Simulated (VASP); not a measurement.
# SnTe (rocksalt type) (Fm-3m) in VASP: further runs

SnTe (rocksalt type) is run at these levels: PBEsol; tasks: single point.

Program: VASP 6.6.1. These are calculated values, not measurements. Logs are shortened: lines on timing, memory, paths and dates and some standing lists are left out, and cuts for length are marked.

### 1 The cell of the first run

The structure is cubic, space group Fm-3m (No. 225). The conventional cell has a = 5.151 Å, b = 5.151 Å, c = 5.151 Å, α = 90.00°, β = 90.00°, γ = 90.00°. Sn (site symmetry m-3m) has 6 Te at 2.58 Å within 3.4 Å. Within 3.4 Å of Te (site symmetry m-3m) lie 6 Sn at 2.58 Å.

### 2 Single point, PBEsol (17.08 Å³/atom)

The input, POSCAR:

```
SnTe
1.0
    0.0000000000      2.5754050563      2.5754050563
    2.5754050563      0.0000000000      2.5754050563
    2.5754050563      2.5754050563      0.0000000000
Sn Te
1 1
Direct
    0.0000000000      0.0000000000      0.0000000000
    0.5000000000      0.5000000000      0.5000000000
```

The input, INCAR.step1:

```
ALGO = Normal
EDIFF = 1E-7
ENCUT = 520
GGA = PS
ISIF = 2
ISMEAR = -1
LASPH = True
LCHARG = True
LREAL = False
LWAVE = False
NBANDS = 17
NELM = 80
PREC = Accurate
SIGMA = 0.08
```

The input, KPOINTS.step1:

```
k-points
0
Gamma
  11 11 11
```

The input, INCAR.step2:

```
ALGO = Normal
EDIFF = 1E-7
ENCUT = 520
GGA = PS
ICHARG = 11
ISIF = 2
ISMEAR = -5
LASPH = True
LCHARG = False
LORBIT = 11
LREAL = False
LWAVE = False
NEDOS = 1001
NELM = 80
PREC = Accurate
SIGMA = 0.08
```

The input, KPOINTS.step2:

```
k-points
0
Gamma
  17 17 17
```

Potentials or basis: VASP PAW PBE potentials, release 64 (Sn_d, Te).

The run is started by

```console
cat potpaw_PBE.64/Sn_d/POTCAR potpaw_PBE.64/Te/POTCAR > POTCAR
cp INCAR.step1 INCAR
cp KPOINTS.step1 KPOINTS
mpirun -np 1 vasp_std > vasp.out
cp INCAR.step2 INCAR
cp KPOINTS.step2 KPOINTS
mpirun -np 1 vasp_std > vasp.out
```

OUTCAR:

```text
EDIFF = 1E-7
   ENCUT = 520
   GGA = PS
   ICHARG = 11
   ISIF = 2
   ISMEAR = -5
   LASPH = True
   LORBIT = 11
   LREAL = False
   NELM = 80
   PREC = Accurate

 ion  position               nearest neighbor table
   1  0.000  0.000  0.000-   2 2.58   2 2.58   2 2.58   2 2.58   2 2.58   2 2.58
   2  0.500  0.500  0.500-   1 2.58   1 2.58   1 2.58   1 2.58   1 2.58   1 2.58

  LATTYP: Found a face centered cubic cell.
 ALAT       =     5.1508101126

  Lattice vectors:

 A1 = (   0.0000000000,   2.5754050563,   2.5754050563)
 A2 = (   2.5754050563,   0.0000000000,   2.5754050563)
 A3 = (   2.5754050563,   2.5754050563,   0.0000000000)

Analysis of symmetry for initial positions (statically):
=====================================================================
 Subroutine PRICEL returns:
 Original cell was already a primitive cell.

 Routine SETGRP: Setting up the symmetry group for a
 face centered cubic supercell.

 Subroutine GETGRP returns: Found 48 space group operations
 (whereof 48 operations were pure point group operations)
 out of a pool of 48 trial point group operations.

The static configuration has the point symmetry O_h .

Analysis of symmetry for dynamics (positions and initial velocities):
=====================================================================
 Subroutine PRICEL returns:
 Original cell was already a primitive cell.

 Routine SETGRP: Setting up the symmetry group for a
 face centered cubic supercell.

 Subroutine GETGRP returns: Found 48 space group operations
 (whereof 48 operations were pure point group operations)
 out of a pool of 48 trial point group operations.

The dynamic configuration has the point symmetry O_h .

 Subroutine INISYM returns: Found 48 space group operations
 (whereof 48 operations are pure point group operations),
 and found     1 'primitive' translations

----------------------------------------------------------------------------------------

                                     Primitive cell

  volume of cell :      34.1638

  direct lattice vectors                    reciprocal lattice vectors
     0.000000000  2.575405056  2.575405056    -0.194144218  0.194144218  0.194144218
     2.575405056  0.000000000  2.575405056     0.194144218 -0.194144218  0.194144218
     2.575405056  2.575405056  0.000000000     0.194144218  0.194144218 -0.194144218

  length of vectors
     3.642172759  3.642172759  3.642172759     0.336267649  0.336267649  0.336267649

  position of ions in fractional coordinates (direct lattice)
     0.000000000  0.000000000  0.000000000
     0.500000000  0.500000000  0.500000000

  ion indices of the primitive-cell ions
   primitive index   ion index
                 1           1
                 2           2

----------------------------------------------------------------------------------------

 KPOINTS: k-points

Automatic generation of k-mesh.
 Grid dimensions read from file:
 generate k-points for:   17   17   17

 Generating k-lattice:

  Cartesian coordinates                     Fractional coordinates (reciprocal lattice)
    -0.011420248  0.011420248  0.011420248     0.058823529  0.000000000  0.000000000
     0.011420248 -0.011420248  0.011420248     0.000000000  0.058823529  0.000000000
     0.011420248  0.011420248 -0.011420248     0.000000000  0.000000000  0.058823529

  Length of vectors
     0.019780450  0.019780450  0.019780450

  Shift w.r.t. Gamma in fractional coordinates (k-lattice)
     0.000000000  0.000000000  0.000000000

 TETIRR: Found    693 inequivalent tetrahedra from    29478

 Subroutine IBZKPT returns following result:
 ===========================================

 Found    165 irreducible k-points:

 Following reciprocal coordinates:
            Coordinates               Weight
  0.000000  0.000000  0.000000      1.000000
  0.058824  0.000000  0.000000      8.000000
  0.117647  0.000000  0.000000      8.000000
  0.176471  0.000000  0.000000      8.000000
  0.235294  0.000000  0.000000      8.000000
  0.294118  0.000000  0.000000      8.000000
[... 16 lines left out ...]
 -0.176471  0.058824  0.000000     24.000000
 -0.117647  0.058824  0.000000     24.000000
 [... further k-points ...]
   k-points           NKPTS =    165   k-points in BZ     NKDIM =    165   number of bands    NBANDS=     14
   number of dos      NEDOS =   1001   number of ions     NIONS =      2
   total plane-waves  NPLWV =  21952
   dimension x,y,z NGX =    28 NGY =   28 NGZ =   28
   dimension x,y,z NGXF=    56 NGYF=   56 NGZF=   56
   ions per type =               1   1
   NGX,Y,Z   is equivalent  to a cutoff of  12.78, 12.78, 12.78 a.u.
   NGXF,Y,Z  is equivalent  to a cutoff of  25.56, 25.56, 25.56 a.u.
 SYSTEM =  unknown system
   PREC   = accura    normal or accurate (medium, high low for compatibility)
   ISTART =      0    job   : 0-new  1-cont  2-samecut
   ICHARG =     11    charge: 1-file 2-atom 10-const
   ISPIN  =      1    spin polarized calculation?
   LNONCOLLINEAR =      F non collinear calculations
   LSORBIT =      F    spin-orbit coupling
   LASPH  =      T    aspherical Exc in radial PAW
   ENCUT  =  520.0 eV  38.22 Ry    6.18 a.u.   6.77  6.77  6.77*2*pi/ulx,y,z
   NELM   =     80;   NELMIN=  2; NELMDL=  0     # of ELM steps
   EDIFF  = 0.1E-06   stopping-criterion for ELM
   LREAL  =      F    real-space projection
   EDIFFG = 0.1E-05   stopping-criterion for IOM
   NSW    =      0    number of steps for IOM
   IBRION =     -1    ionic relax: 0-MD 1-quasi-New 2-CG
   NFREE  =      0    steps in history (QN), initial steepest desc. (CG)
   ISIF   =      2    stress and relaxation
   ISYM   =      2    0-nonsym 1-usesym 2-fastsym
   POTIM  = 0.5000    time-step for ionic-motion
   TEBEG  =    0.0;   TEEND  =   0.0 temperature during run
   PSTRESS=    0.0 pullay stress
   NELECT =      20.0000    total number of electrons
   NUPDOWN=      -1.0000    fix difference up-down
   EMIN   =  10.00;   EMAX   =-10.00  energy-range for DOS
   EFERMI =   0.00;   METHOD = LEGACY
   ISMEAR =    -5;   SIGMA  =   0.08  broadening in eV -4-tet -1-fermi 0-gaus
   EFERMI_NEDOS =   21; number of points for ismear=-14 and -15
   IALGO  =     38    algorithm
   IMIX   =      4    mixing-type and parameters
     AMIX     =   0.40;   BMIX     =  1.00
     AMIX_MAG =   1.60;   BMIX_MAG =  1.00
  volume/ion in A,a.u.               =      17.08       115.27
  Fermi-wavevector in a.u.,A,eV,Ry     =   1.369502  2.587983 25.518207  1.875535
  Thomas-Fermi vector in A             =   2.495371
   LORBIT       =     11    0 simple, 1 ext, 2 COOP (PROOUT), +10 PAW based schemes
   GGA     = PS    functional components
   LHFCALC =     F    Hartree Fock is set to
   AEXX    =    0.0000 exact exchange contribution
   IVDW    =     0    specifies the selected vdW correction
   LEPSILON=     F    determine dielectric tensor
   LRPA    =     F    only Hartree local field effects (RPA)
 non-spin polarized calculation
 Fermi weights with tetrahedron method with Bloechl corrections
  energy-cutoff  :      520.00
  volume of cell :       34.16
 maximum number of plane-waves:       941

 number of electron      19.9999998 magnetization

 Free energy of the ion-electron system (eV)
  ---------------------------------------------------
  ext. energy  EPLUGINS =         0.00000000
  ---------------------------------------------------
  free energy    TOTEN  =        -2.91505273 eV

  energy without entropy =       -2.91505273  energy(sigma->0) =       -2.91505273

 E-fermi :  16.7549     XC(G=0): -12.5999

 val. band max:       16.8984293848   @ k =  -0.1765   0.1765   0.0000
 cond. band min:      16.5552655540   @ k =   0.0000   0.0000   0.0000
 fundamental gap:     -0.3431638308
 Fermi energy:        16.7548955537

 k-point     1 :       0.0000    0.0000    0.0000
  band No.  band energies     occupation
      1      -6.2875      2.00000
      2      -6.2875      2.00000
      3      -6.2069      2.00000
      4      -6.2069      2.00000
      5      -6.2069      2.00000
      6      -2.2053      2.00000
      7      12.9982      2.00000
      8      12.9982      2.00000
      9      12.9982      2.00000
     10      16.5553      0.70479
     11      20.4991      0.00000
     12      20.4991      0.00000
     13      20.4991      0.00000
     14      20.9279      0.00000

 k-point     2 :       0.0588    0.0000    0.0000
  band No.  band energies     occupation
      1      -6.2905      2.00000
      2      -6.2905      2.00000
      3      -6.2073      2.00000
      4      -6.2050      2.00000
      5      -6.2050      2.00000
      6      -2.1452      2.00000
      7      12.4130      2.00000
      8      13.0057      2.00000
      9      13.0057      2.00000
     10      16.9798      0.00445
     11      19.9002      0.00000
     12      20.5238      0.00000
     13      20.5238      0.00000
     14      21.0520      0.00000

 k-point     3 :       0.1176    0.0000    0.0000
  band No.  band energies     occupation
      1      -6.2997      2.00000
      2      -6.2997      2.00000
      3      -6.2084      2.00000
      4      -6.1989      2.00000
      5      -6.1989      2.00000
      6      -1.9648      2.00000
      7      11.1747      2.00000
      8      13.0315      2.00000
      9      13.0315      2.00000
     10      17.5559      0.00000
     11      19.6508      0.00000
     12      20.0310      0.00000
     13      20.0310      0.00000
     14      20.8198      0.00000

 k-point     4 :       0.1765    0.0000    0.0000
  band No.  band energies     occupation
      1      -6.3145      2.00000
      2      -6.3145      2.00000
      3      -6.2106      2.00000
      4      -6.1888      2.00000
      5      -6.1888      2.00000
      6      -1.6651      2.00000
      7       9.7598      2.00000
      8      13.0834      2.00000
      9      13.0834      2.00000
     10      17.5473      0.00000
     11      19.1662      0.00000
     12      19.1662      0.00000
     13      19.9064      0.00000
     14      20.7318      0.00000

 k-point     5 :       0.2353    0.0000    0.0000
  band No.  band energies     occupation
      1      -6.3332      2.00000
      2      -6.3332      2.00000
      3      -6.2139      2.00000
      4      -6.1756      2.00000
      5      -6.1756      2.00000
      6      -1.2489      2.00000
      7       8.3311      2.00000
      8      13.1704      2.00000
      9      13.1704      2.00000
     10      17.2413     -0.02316
     11      18.3015      0.00000
[... 276 lines left out ...]
 k-point    22 :      -0.2353    0.0588    0.0000
  band No.  band energies     occupation
      1      -6.3514      2.00000
      2      -6.3327      2.00000
      3      -6.2143      2.00000
      4      -6.1738      2.00000
      5      -6.1668      2.00000
      6      -1.0287      2.00000
      7       7.8962      2.00000
      8      12.2566      2.00000
      9      13.7910      2.00000
     10      17.3645     -0.09984
     11      17.3988      0.00000
     12      18.0741      0.00000
     13      20.2920      0.00000
     14      21.4932      0.00000

 k-point    23 :      -0.1765    0.0588    0.0000
  band No.  band energies     occupation
      1      -6.3327      2.00000
      2      -6.3133      2.00000
      3      -6.2116      2.00000
      4      -6.1866      2.00000
      5      -6.1800      2.00000
      6      -1.4837      2.00000
      7       9.2875      2.00000
      8      12.2724      2.00000
      9      13.6171      2.00000
     10      17.7825     -0.03956
     11      18.2015      0.00000
     12      18.7270      0.00000
     13      20.1025      0.00000
     14      21.1478      0.00000

 k-point    24 :      -0.1176    0.0588    0.0000
  band No.  band energies     occupation
      1      -6.3150      2.00000
      2      -6.2985      2.00000
      3      -6.2097      2.00000
      4      -6.1965      2.00000
      5      -6.1916      2.00000
      6      -1.8236      2.00000
      7      10.6606      2.00000
      8      12.3803      2.00000
      9      13.4202      2.00000
     10      17.9456      0.00000
     11      19.1367      0.00000
     12      19.4374      0.00000
     13      19.5004      0.00000
     14      20.8278      0.00000

 [... further k-points ...]

------------------------ aborting loop because EDIFF is reached ----------------------------------------

  FORCE on cell =-STRESS in cart. coord.  units (eV):
  Direction    XX          YY          ZZ          XY          YZ          ZX
  --------------------------------------------------------------------------------------
  -------------------------------------------------------------------------------------
  Total       23.2435110     23.2435110     23.2435110      0.0000000      0.0000000      0.0000000
  in kB     1090.0481556   1090.0481556   1090.0481556      0.0000000      0.0000000      0.0000000
  external PRESSURE =    1090.0481556 kB  Pullay stress =       0.0000000 kB

 VOLUME and BASIS-vectors are now :
 -----------------------------------------------------------------------------
  energy-cutoff  :      520.00
  volume of cell :       34.16
      direct lattice vectors                 reciprocal lattice vectors
     0.000000000  2.575405056  2.575405056    -0.194144218  0.194144218  0.194144218
     2.575405056  0.000000000  2.575405056     0.194144218 -0.194144218  0.194144218
     2.575405056  2.575405056  0.000000000     0.194144218  0.194144218 -0.194144218

 POSITION                                       TOTAL-FORCE (eV/Angst)
 -----------------------------------------------------------------------------------
      0.00000      0.00000      0.00000        -0.000000     -0.000000     -0.000000
      2.57541      2.57541      2.57541         0.000000      0.000000      0.000000
 -----------------------------------------------------------------------------------
    total drift:                               -0.000000      0.000000      0.000000

  FREE ENERGIE OF THE ION-ELECTRON SYSTEM (eV)
  ---------------------------------------------------
  free  energy   TOTEN  =        -2.9150527332 eV

  energy  without entropy=       -2.9150527332  energy(sigma->0) =       -2.91505273

 total charge

# of ion       s       p       d       tot
------------------------------------------
    1        1.294   1.602  10.230  13.126
    2        1.398   2.233   0.227   3.857
--------------------------------------------------
tot          2.692   3.835  10.457  16.983
```

Wall time 2.1 min (1 thread of Intel Xeon 8259CL, shared host); peak memory 0.22 GiB.

Results:

```yaml
Valence_electrons_inside_the_program's_atomic_spheres: Sn 13.13; Te 3.86
```

Levels at points of the mesh, in eV from the Fermi level:
| k point | band 6 | band 7 | band 8 | band 9 | band 10 | band 11 | band 12 | band 13 | band 14 |
| --- | --- | --- | --- | --- | --- | --- | --- | --- | --- |
| (0.00, 0.00, 0.00) | -18.96 | -3.76 | -3.76 | -3.76 | -0.20 | 3.74 | 3.74 | 3.74 | 4.17 |

Caveat: this odd mesh misses L, so gap, dielectric constants and Born charges aren't listed; the PAW data sets were made with another functional, which shifts forces and pressure a little; spin-orbit coupling is left out, which moves the levels of the heavy elements.

### 3 Single point, PBEsol

This run uses another cell than the first one, of 31.06 Å³/atom.

The input, POSCAR:

```
SnTe
1.0
    0.0000000000      3.1433396748      3.1433396748
    3.1433396748      0.0000000000      3.1433396748
    3.1433396748      3.1433396748      0.0000000000
Sn Te
1 1
Direct
    0.0000000000      0.0000000000      0.0000000000
    0.5000000000      0.5000000000      0.5000000000
```

The input, INCAR.step1:

```
SYSTEM = SnTe
  PREC = Accurate
  ENCUT = 520
  EDIFF = 1E-6
  ISMEAR = -1
  SIGMA = 0.08
  LREAL = .FALSE.
  LASPH = .TRUE.
  NELM = 100
  ALGO = Normal
  ISIF = 2
  LWAVE = .FALSE.
  LCHARG = .TRUE.
  GGA = PS
  NBANDS = 17
```

The input, KPOINTS.step1:

```
regular mesh
0
G
  11 11 11
  0 0 0
```

The input, INCAR.step2:

```
SYSTEM = SnTe
  PREC = Accurate
  ENCUT = 520
  EDIFF = 1E-6
  ISMEAR = -5
  SIGMA = 0.08
  LREAL = .FALSE.
  LASPH = .TRUE.
  NELM = 100
  ALGO = Normal
  ISIF = 2
  LWAVE = .FALSE.
  LCHARG = .FALSE.
  GGA = PS
  LORBIT = 11
  NBANDS = 17
  NEDOS = 1001
  ICHARG = 11
```

The input, KPOINTS.step2:

```
regular mesh
0
G
  17 17 17
  0 0 0
```

Potentials or basis: VASP PAW PBE potentials, release 64 (Sn_d, Te).

The run is started by

```console
cat potpaw_PBE.64/Sn_d/POTCAR potpaw_PBE.64/Te/POTCAR > POTCAR
cp INCAR.step1 INCAR
cp KPOINTS.step1 KPOINTS
mpirun -np 1 vasp_std > vasp.out
cp INCAR.step2 INCAR
cp KPOINTS.step2 KPOINTS
mpirun -np 1 vasp_std > vasp.out
```

It took 4.1 min on 1 thread of Intel Xeon 8259CL, shared host; peak memory 0.33 GiB.

The run converged. Its results:

```
Valence electrons inside the program's atomic spheres : Sn 12.10; Te 3.37
```

Levels at points of the mesh, in eV from the Fermi level:
| k point | band 8 | band 9 | band 10 | band 11 | band 12 | band 13 |
| --- | --- | --- | --- | --- | --- | --- |
| (0.00, 0.00, 0.00) | -2.04 | -2.04 | -2.04 | 3.46 | 3.46 | 3.46 |

Caveat: this odd mesh misses L, so gap, dielectric constants and Born charges aren't listed; the PAW data sets were made with another functional, which shifts forces and pressure a little; spin-orbit coupling is left out, which moves the levels of the heavy elements.

### 4 Single point, PBEsol (31.06 Å³/atom)

This run uses another cell than the first one, of 31.06 Å³/atom.

POSCAR is that of step 3.

The input, INCAR.step1:

```
  PREC = Accurate
  ENCUT = 520
  EDIFF = 1E-7
  ISMEAR = -1
  SIGMA = 0.08
  LREAL = False
  LASPH = True
  NELM = 80
  ALGO = Normal
  ISIF = 2
  LWAVE = False
  LCHARG = True
  GGA = PS
  NBANDS = 17
```

The input, KPOINTS.step1:

```
Automatic mesh
0
Gamma
  11 11 11
```

The input, INCAR.step2:

```
  PREC = Accurate
  ENCUT = 520
  EDIFF = 1E-7
  ISMEAR = -5
  SIGMA = 0.08
  LREAL = False
  LASPH = True
  NELM = 80
  ALGO = Normal
  ISIF = 2
  LWAVE = False
  LCHARG = False
  GGA = PS
  LORBIT = 10
  NBANDS = 17
  NEDOS = 1001
  ICHARG = 11
```

The input, KPOINTS.step2:

```
Automatic mesh
0
Gamma
  17 17 17
```

The run is started by

```console
cat potpaw_PBE.64/Sn_d/POTCAR potpaw_PBE.64/Te/POTCAR > POTCAR
cp INCAR.step1 INCAR
cp KPOINTS.step1 KPOINTS
mpirun -np 1 vasp_std > vasp.out
cp INCAR.step2 INCAR
cp KPOINTS.step2 KPOINTS
mpirun -np 1 vasp_std > vasp.out
```

It took 4 min on 1 thread of Intel Xeon 8259CL, shared host; peak memory 0.33 GiB.

Results (log left out):

* Valence electrons inside the program's atomic spheres: Sn 12.10; Te 3.37

Levels at points of the mesh, in eV from the Fermi level:
| k point | band 7 | band 8 | band 9 | band 10 | band 11 | band 12 | band 13 | band 14 |
| --- | --- | --- | --- | --- | --- | --- | --- | --- |
| (0.00, 0.00, 0.00) | -4.57 | -2.04 | -2.04 | -2.04 | 3.46 | 3.46 | 3.46 | 4.81 |

Caveat: this odd mesh misses L, so gap, dielectric constants and Born charges aren't listed; the PAW data sets were made with another functional, which shifts forces and pressure a little; spin-orbit coupling is left out, which moves the levels of the heavy elements.
